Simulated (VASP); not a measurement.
# Si3Sn2 (I-43m) in VASP: relaxation of cell and atoms with PBE

Aim: the relaxation of cell and atoms of Si3Sn2 with PBE.

Program: VASP 6.6.1. These are calculated values, not measurements. Logs are shortened: lines on timing, memory, paths and dates and some standing lists are left out, and cuts for length are marked.

## 1. The cell of the first run

Symmetry: I-43m, No. 217, cubic system. The conventional cell has a = 7.506 Å, b = 7.506 Å, c = 7.506 Å, α = 90.00°, β = 90.00°, γ = 90.00°. Within 3.5 Å of Si (site symmetry -4) lie 4 Si at 2.65 Å and 4 Sn at 2.95 Å. Within 3.9 Å of Sn (site symmetry 3m) lie 6 Si at 2.95 Å and 3 Sn at 3.21 Å.

The cell was generated, and may not be a known phase.

## 2. Relaxation of cell and atoms, PBE

Input file INCAR:

```
SYSTEM = Si3Sn2
PREC = Accurate
ENCUT = 500
EDIFF = 1E-7
ISMEAR = 0
SIGMA = 0.1
LREAL = .False.
LASPH = .True.
NELM = 120
ALGO = Normal
ISIF = 3
LWAVE = .False.
LCHARG = .False.
GGA = PE
IBRION = 2
NSW = 100
EDIFFG = -0.01
GGA_COMPAT = .False.
NELMIN = 4
```

Input file KPOINTS:

```
regular mesh
0
Gamma
  6 6 6
  0 0 0
```

Input file POSCAR:

```
Si3Sn2
1.0
   -3.7528352409      3.7528352409      3.7528352409
    3.7528352409     -3.7528352409      3.7528352409
    3.7528352409      3.7528352409     -3.7528352409
Si Sn
6 4
Direct
    0.5000000000      0.2500000000      0.7500000000
    0.5000000000      0.7500000000      0.2500000000
    0.7500000000      0.5000000000      0.2500000000
    0.2500000000      0.5000000000      0.7500000000
    0.2500000000      0.7500000000      0.5000000000
    0.7500000000      0.2500000000      0.5000000000
    0.6978222575      0.6978222575      0.6978222575
    0.0000000000      0.0000000000      0.3021777425
    0.0000000000      0.3021777425      0.0000000000
    0.3021777425      0.0000000000      0.0000000000
```

Potentials or basis: VASP PAW PBE potentials, release 64 (Si, Sn_d).

Launch:

```sh
cat potpaw_PBE.64/Si/POTCAR potpaw_PBE.64/Sn_d/POTCAR > POTCAR
mpirun -np 1 vasp_std > vasp.out
```

OUTCAR:

```text
SYSTEM = Si3Sn2
   PREC = Accurate
   ENCUT = 500
   EDIFF = 1E-7
   ISMEAR = 0
   LREAL = .False.
   LASPH = .True.
   NELM = 120
   ISIF = 3
   GGA = PE
   IBRION = 2
   NSW = 100
   EDIFFG = -0.01
   NELMIN = 4

 ion  position               nearest neighbor table
   1  0.500  0.250  0.750-   3 2.65   4 2.65   6 2.65   5 2.65   9 2.95  10 2.95   7 2.95   8 2.95

   2  0.500  0.750  0.250-   3 2.65   5 2.65   4 2.65   6 2.65  10 2.95   7 2.95   8 2.95   9 2.95

   3  0.750  0.500  0.250-   2 2.65   6 2.65   1 2.65   5 2.65   9 2.95   7 2.95   8 2.95  10 2.95

   4  0.250  0.500  0.750-   1 2.65   2 2.65   5 2.65   6 2.65   9 2.95  10 2.95   8 2.95   7 2.95

   5  0.250  0.750  0.500-   2 2.65   4 2.65   1 2.65   3 2.65   8 2.95  10 2.95   9 2.95   7 2.95

   6  0.750  0.250  0.500-   1 2.65   3 2.65   4 2.65   2 2.65   8 2.95   9 2.95  10 2.95   7 2.95

   7  0.698  0.698  0.698-   1 2.95   2 2.95   3 2.95   4 2.95   5 2.95   6 2.95   8 3.21   9 3.21
                            10 3.21
   8  0.000  0.000  0.302-   1 2.95   4 2.95   5 2.95   6 2.95   3 2.95   2 2.95   7 3.21   9 3.21
                            10 3.21
   9  0.000  0.302  0.000-   3 2.95   4 2.95   5 2.95   6 2.95   1 2.95   2 2.95   8 3.21  10 3.21
                             7 3.21
  10  0.302  0.000  0.000-   1 2.95   2 2.95   6 2.95   5 2.95   4 2.95   3 2.95   8 3.21   9 3.21
                             7 3.21

  LATTYP: Found a body centered cubic cell.
 ALAT       =     7.5056704818

  Lattice vectors:

 A1 = (  -3.7528352409,   3.7528352409,   3.7528352409)
 A2 = (   3.7528352409,  -3.7528352409,   3.7528352409)
 A3 = (   3.7528352409,   3.7528352409,  -3.7528352409)

Analysis of symmetry for initial positions (statically):
=====================================================================
 Subroutine PRICEL returns:
 Original cell was already a primitive cell.

 Routine SETGRP: Setting up the symmetry group for a
 body centered cubic supercell.

 Subroutine GETGRP returns: Found 24 space group operations
 (whereof 24 operations were pure point group operations)
 out of a pool of 48 trial point group operations.

The static configuration has the point symmetry T_d .

Analysis of symmetry for dynamics (positions and initial velocities):
=====================================================================
 Subroutine PRICEL returns:
 Original cell was already a primitive cell.

 Routine SETGRP: Setting up the symmetry group for a
 body centered cubic supercell.

 Subroutine GETGRP returns: Found 24 space group operations
 (whereof 24 operations were pure point group operations)
 out of a pool of 48 trial point group operations.

The dynamic configuration has the point symmetry T_d .

 Subroutine INISYM returns: Found 24 space group operations
 (whereof 24 operations are pure point group operations),
 and found     1 'primitive' translations

----------------------------------------------------------------------------------------

                                     Primitive cell

  volume of cell :     211.4163

  direct lattice vectors                    reciprocal lattice vectors
    -3.752835241  3.752835241  3.752835241     0.000000000  0.133232601  0.133232601
     3.752835241 -3.752835241  3.752835241     0.133232601  0.000000000  0.133232601
     3.752835241  3.752835241 -3.752835241     0.133232601  0.133232601  0.000000000

  length of vectors
     6.500101310  6.500101310  6.500101310     0.188419351  0.188419351  0.188419351

  position of ions in fractional coordinates (direct lattice)
     0.500000000  0.250000000  0.750000000
     0.500000000  0.750000000  0.250000000
     0.750000000  0.500000000  0.250000000
     0.250000000  0.500000000  0.750000000
     0.250000000  0.750000000  0.500000000
     0.750000000  0.250000000  0.500000000
     0.697822258  0.697822258  0.697822258
     0.000000000  0.000000000  0.302177742
     0.000000000  0.302177742  0.000000000
     0.302177742  0.000000000  0.000000000

  ion indices of the primitive-cell ions
   primitive index   ion index
                 1           1
                 2           2
                 3           3
                 4           4
                 5           5
                 6           6
                 7           7
                 8           8
                 9           9
                10          10

----------------------------------------------------------------------------------------

 KPOINTS: regular mesh

Automatic generation of k-mesh.
 Grid dimensions read from file:
 generate k-points for:    6    6    6

 Generating k-lattice:

  Cartesian coordinates                     Fractional coordinates (reciprocal lattice)
     0.000000000  0.022205433  0.022205433     0.166666667  0.000000000  0.000000000
     0.022205433  0.000000000  0.022205433     0.000000000  0.166666667  0.000000000
     0.022205433  0.022205433  0.000000000     0.000000000  0.000000000  0.166666667

  Length of vectors
     0.031403225  0.031403225  0.031403225

  Shift w.r.t. Gamma in fractional coordinates (k-lattice)
     0.000000000  0.000000000  0.000000000

 Subroutine IBZKPT returns following result:
 ===========================================

 Found     16 irreducible k-points:

 Following reciprocal coordinates:
            Coordinates               Weight
  0.000000  0.000000  0.000000      1.000000
  0.166667  0.000000  0.000000     12.000000
  0.333333  0.000000  0.000000     12.000000
  0.500000  0.000000  0.000000      6.000000
  0.166667  0.166667  0.000000     24.000000
  0.333333  0.166667  0.000000     48.000000
[... 8 lines left out ...]
  0.500000  0.500000  0.333333     12.000000
  0.500000  0.500000  0.500000      1.000000
   k-points           NKPTS =     16   k-points in BZ     NKDIM =     16   number of bands    NBANDS=     48
   number of dos      NEDOS =    301   number of ions     NIONS =     10
   total plane-waves  NPLWV = 110592
   dimension x,y,z NGX =    48 NGY =   48 NGZ =   48
   dimension x,y,z NGXF=    96 NGYF=   96 NGZF=   96
   ions per type =               6   4
   NGX,Y,Z   is equivalent  to a cutoff of  12.28, 12.28, 12.28 a.u.
   NGXF,Y,Z  is equivalent  to a cutoff of  24.55, 24.55, 24.55 a.u.
 SYSTEM =  Si3Sn2
   PREC   = accura    normal or accurate (medium, high low for compatibility)
   ISTART =      0    job   : 0-new  1-cont  2-samecut
   ICHARG =      2    charge: 1-file 2-atom 10-const
   ISPIN  =      1    spin polarized calculation?
   LNONCOLLINEAR =      F non collinear calculations
   LSORBIT =      F    spin-orbit coupling
   LASPH  =      T    aspherical Exc in radial PAW
   ENCUT  =  500.0 eV  36.75 Ry    6.06 a.u.  11.85 11.85 11.85*2*pi/ulx,y,z
   NELM   =    120;   NELMIN=  4; NELMDL= -5     # of ELM steps
   EDIFF  = 0.1E-06   stopping-criterion for ELM
   LREAL  =      F    real-space projection
   EDIFFG = -.1E-01   stopping-criterion for IOM
   NSW    =    100    number of steps for IOM
   IBRION =      2    ionic relax: 0-MD 1-quasi-New 2-CG
   NFREE  =      1    steps in history (QN), initial steepest desc. (CG)
   ISIF   =      3    stress and relaxation
   ISYM   =      2    0-nonsym 1-usesym 2-fastsym
   POTIM  = 0.5000    time-step for ionic-motion
   TEBEG  =    0.0;   TEEND  =   0.0 temperature during run
   PSTRESS=    0.0 pullay stress
   NELECT =      80.0000    total number of electrons
   NUPDOWN=      -1.0000    fix difference up-down
   EMIN   =  10.00;   EMAX   =-10.00  energy-range for DOS
   EFERMI =   0.00;   METHOD = LEGACY
   ISMEAR =     0;   SIGMA  =   0.10  broadening in eV -4-tet -1-fermi 0-gaus
   EFERMI_NEDOS =   21; number of points for ismear=-14 and -15
   IALGO  =     38    algorithm
   IMIX   =      4    mixing-type and parameters
     AMIX     =   0.40;   BMIX     =  1.00
     AMIX_MAG =   1.60;   BMIX_MAG =  1.00
  volume/ion in A,a.u.               =      21.14       142.67
  Fermi-wavevector in a.u.,A,eV,Ry     =   1.184110  2.237643 19.076949  1.402116
  Thomas-Fermi vector in A             =   2.320331
   LORBIT       =      0    0 simple, 1 ext, 2 COOP (PROOUT), +10 PAW based schemes
   GGA     = PE    functional components
   LHFCALC =     F    Hartree Fock is set to
   AEXX    =    0.0000 exact exchange contribution
   IVDW    =     0    specifies the selected vdW correction
   LEPSILON=     F    determine dielectric tensor
   LRPA    =     F    only Hartree local field effects (RPA)
 conjugate gradient relaxation of ions
 non-spin polarized calculation
 Gauss-broadening in eV      SIGMA  =   0.10
  energy-cutoff  :      500.00
  volume of cell :      211.42
 maximum number of plane-waves:      5425
   NGX = 23   NGY = 23   NGZ = 23

--------------------------------------- Ionic step        1  -------------------------------------------

 number of electron      79.9999964 magnetization

 Free energy of the ion-electron system (eV)
  ---------------------------------------------------
  ext. energy  EPLUGINS =         0.00000000
  ---------------------------------------------------
  free energy    TOTEN  =       -43.91473529 eV

  energy without entropy =      -43.88339504  energy(sigma->0) =      -43.89906516

------------------------ aborting loop because EDIFF is reached ----------------------------------------

  FORCE on cell =-STRESS in cart. coord.  units (eV):
  Direction    XX          YY          ZZ          XY          YZ          ZX
  --------------------------------------------------------------------------------------
  -------------------------------------------------------------------------------------
  Total       -0.1102885     -0.1102885     -0.1102885      0.0000000      0.0000000     -0.0000000
  in kB       -0.8357996     -0.8357996     -0.8357996      0.0000000      0.0000000     -0.0000000
  external PRESSURE =      -0.8357996 kB  Pullay stress =       0.0000000 kB
[... 161 lines left out ...]
  energy  without entropy=      -43.9158335008  energy(sigma->0) =      -43.93097559

--------------------------------------- Ionic step        5  -------------------------------------------

 number of electron      79.9999994 magnetization

 Free energy of the ion-electron system (eV)
  ---------------------------------------------------
  ext. energy  EPLUGINS =         0.00000000
  ---------------------------------------------------
  free energy    TOTEN  =       -43.94620115 eV

  energy without entropy =      -43.91565912  energy(sigma->0) =      -43.93093014

 E-fermi :   8.0682     XC(G=0): -10.3635

 val. band max:        8.0403474161   @ k =  -0.3333   0.3333   0.1667
 cond. band min:       8.0720822504   @ k =   0.3333   0.1667   0.0000
 fundamental gap:      0.0317348343
 Fermi energy:         8.0681689140

 k-point     1 :       0.0000    0.0000    0.0000
  band No.  band energies     occupation
      1     -13.5523      2.00000
      2     -13.5190      2.00000
      3     -13.5190      2.00000
      4     -13.5190      2.00000
      5     -13.5165      2.00000
      6     -13.5165      2.00000
[... 842 lines left out ...]
  FREE ENERGIE OF THE ION-ELECTRON SYSTEM (eV)
  ---------------------------------------------------
  free  energy   TOTEN  =       -43.9462011517 eV

  energy  without entropy=      -43.9156591206  energy(sigma->0) =      -43.93093014

 reached required accuracy - stopping structural energy minimisation
```

Wall time 14 min (1 thread of Oxide Virtual Turin-like, shared host); peak memory 0.36 GiB.

Results:

| Quantity | Value |
| --- | --- |
| Free energy | -43.9462 eV |
| Relaxed volume | 21.11 Å³/atom |
| Relaxed cell | a = 6.496 Å, b = 6.496 Å, c = 6.496 Å, α = 109.47°, β = 109.47°, γ = 109.47° |
| Space group after relaxing (to 0.1 Å) | I-43m (No. 217) |
| Energy gained by relaxing | 3.1 meV/atom |
| Ionic steps | 5 |
| Pressure after relaxing | -0.1 GPa |
| Band gap on the k mesh | zero (bands 40 and 41 overlap by 2.55 eV) |

The path:
| step | energy change (eV) | largest force (eV/Å) | pressure (GPa) | volume (Å³) |
| --- | --- | --- | --- | --- |
| 1 | 0.0000 | 0.3298 | -0.08 | 211.42 |
| 2 | -0.0178 | 0.2255 | -0.02 | 211.08 |
| 3 | -0.0314 | 0.0050 | 0.11 | 210.45 |
| 4 | -0.0314 | 0.0046 | 0.11 | 210.47 |
| 5 | -0.0315 | 0.0003 | -0.06 | 211.05 |

Final structure:
```yaml
crystal:
  lattice:
    - [-3.75069, 3.75069, 3.75069]
    - [3.75069, -3.75069, 3.75069]
    - [3.75069, 3.75069, -3.75069]
  atoms:
    - { symbol: Si, position: [0.50000, 0.25000, 0.75000] }
    - { symbol: Si, position: [0.50000, 0.75000, 0.25000] }
    - { symbol: Si, position: [0.75000, 0.50000, 0.25000] }
    - { symbol: Si, position: [0.25000, 0.50000, 0.75000] }
    - { symbol: Si, position: [0.25000, 0.75000, 0.50000] }
    - { symbol: Si, position: [0.75000, 0.25000, 0.50000] }
    - { symbol: Sn, position: [0.70479, 0.70479, 0.70479] }
    - { symbol: Sn, position: [0.00000, 0.00000, 0.29521] }
    - { symbol: Sn, position: [0.00000, 0.29521, 0.00000] }
    - { symbol: Sn, position: [0.29521, 0.00000, 0.00000] }
```

Caveat: spin-orbit coupling is left out, which moves the levels of the heavy elements.

The gap in the log of VASP goes by the Fermi energy; the results here count the filled bands.